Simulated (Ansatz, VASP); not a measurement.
## Mg2Si in VASP and in Ansatz

File INCAR:

```
SYSTEM = Mg2Si
ALGO = Normal
EDIFF = 1E-6
ENCUT = 600
GGA = PE
GGA_COMPAT = .False.
ISIF = 2
ISMEAR = -1
LASPH = .True.
LCHARG = .True.
LELF = .True.
LREAL = .False.
LVHAR = .True.
LWAVE = .False.
NBANDS = 11
NELM = 120
PREC = Accurate
SIGMA = 0.05
```

File KPOINTS:

```
k-points
0
Gamma
  11 11 11
  0 0 0
```

POSCAR

```
Mg2Si
1.0
    0.0000000000      3.1950000000      3.1950000000
    3.1950000000      0.0000000000      3.1950000000
    3.1950000000      3.1950000000      0.0000000000
Mg Si
2 1
Direct
    0.2500000000      0.2500000000      0.2500000000
    0.7500000000      0.7500000000      0.7500000000
    0.0000000000      0.0000000000      0.0000000000
```

Input for Ansatz:

```yaml
crystal:
  lattice:
    - [0.0, 3.195, 3.195]
    - [3.195, 0.0, 3.195]
    - [3.195, 3.195, 0.0]
  atoms:
    - { symbol: Mg, position: [0.25, 0.25, 0.25] }
    - { symbol: Mg, position: [0.75, 0.75, 0.75] }
    - { symbol: Si, position: [0.0, 0.0, 0.0] }
kpoints:
  mp_grid: { grid: [11, 11, 11] }
  band_path:
    path:
      - [0.0, 0.0, 0.0]
      - [0.5, 0.0, 0.5]
      - [0.625, 0.25, 0.625]
      - [0.375, 0.375, 0.75]
      - [0.0, 0.0, 0.0]
      - [0.5, 0.5, 0.5]
      - [0.5, 0.25, 0.75]
      - [0.5, 0.0, 0.5]
    npoints: 8
scf:
  occupations: { method: fermi_dirac, width: 0.05 }
hamiltonian:
  xc: pbe
  pseudopotentials: { kind: all_electron, lapw: { basis_error: 0.001 } }
output:
  forces: true
  stress: true
  eigenvalues: true
  fatbands: true
  populations: true
  dos: { projected: true, de: 0.2, e_range: [-14, 8] }
```

Alike in both runs: task single point; functional PBE; k mesh 11 × 11 × 11; occupations fermi-dirac, width 0.05 eV; no spin polarisation.

```csv
,VASP,Ansatz
version,VASP 6.6.1,Ansatz 0.2.0
potentials or method,"VASP PAW PBE potentials, release 64 (Mg, Si), cutoff 600 eV","all-electron LAPW, scalar-relativistic"
```

|  | VASP | Ansatz | Ansatz less VASP |
| --- | --- | --- | --- |
| pressure (GPa) | -0.8 | -0.6 | +0.10 |

Ansatz ran all-electron here, and VASP with PAW potentials.
